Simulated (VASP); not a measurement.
Input of a VASP 6.6.1 run:

Contents of POSCAR:

```
SiC
1.0
    3.0950000000      0.0000000000      0.0000000000
   -1.5475000000      2.6803486247      0.0000000000
    0.0000000000      0.0000000000     15.1700000000
Si C
6 6
Direct
    0.0000000000      0.0000000000      0.1250484250
    0.0000000000      0.0000000000      0.6250484250
    0.3333333333      0.6666666667      0.2918257749
    0.6666666667      0.3333333333      0.7918257749
    0.3333333333      0.6666666667      0.9583152731
    0.6666666667      0.3333333333      0.4583152731
    0.0000000000      0.0000000000     -0.0003283977
    0.0000000000      0.0000000000      0.4996716023
    0.3333333333      0.6666666667      0.1668332770
    0.6666666667      0.3333333333      0.6668332770
    0.3333333333      0.6666666667      0.8333056477
    0.6666666667      0.3333333333      0.3333056477
```

Contents of INCAR.step1:

```
ALGO = Normal ; EDIFF = 1E-4
ENCUT = 520 ; GGA = PE
ISMEAR = -1 ; LASPH = True
LCHARG = False ; LREAL = False
LWAVE = True ; NBANDS = 36
NELM = 60 ; PREC = Accurate
SIGMA = 0.02
```

The input INCAR.step2:

```
ALGO = Normal ; EDIFF = 1E-8
ENCUT = 520 ; ISIF = 2
ISMEAR = -1 ; ISTART = 1
LASPH = True ; LCHARG = False
LEFG = True ; LMIXTAU = True
LREAL = False ; LWAVE = False
METAGGA = R2SCAN ; NBANDS = 36
NELM = 60 ; PREC = Accurate
SIGMA = 0.02
```

File KPOINTS:

```
k-points
0
Gamma
  10 10 2
```

Potentials or basis: VASP PAW PBE potentials, release 64 (Si, C).

The run is started by

```console
$ cat potpaw_PBE.64/Si/POTCAR potpaw_PBE.64/C/POTCAR > POTCAR
$ cp INCAR.step1 INCAR
$ mpirun -np 1 vasp_std > vasp.out
$ cp INCAR.step2 INCAR
$ mpirun -np 1 vasp_std > vasp.out
```

Problem. Predict the largest force.

Solution. 0.008 eV/Å.

Problem. What does it give for the band gap on the k mesh?

Solution. 2.40 eV (least direct gap 3.55 eV).

Forces in eV/Å, atoms in the order of the input:
```
Si   0.000  0.000  0.008
Si   0.000  0.000  0.008
Si   0.000  0.000  0.005
Si   0.000  0.000  0.005
Si   0.000  0.000  0.000
Si   0.000  0.000  0.000
C    0.000  0.000 -0.005
C    0.000  0.000 -0.005
C    0.000  0.000 -0.002
C    0.000  0.000 -0.002
C    0.000  0.000 -0.005
C    0.000  0.000 -0.005
```

Caveat: the cell stands under tension; without QUAD_EFG the Cq values of the log hold for a quadrupole moment of 1 mb, not for the nuclei; the PAW data sets were made with another functional, which shifts forces and pressure a little. A k mesh can miss the band edges.
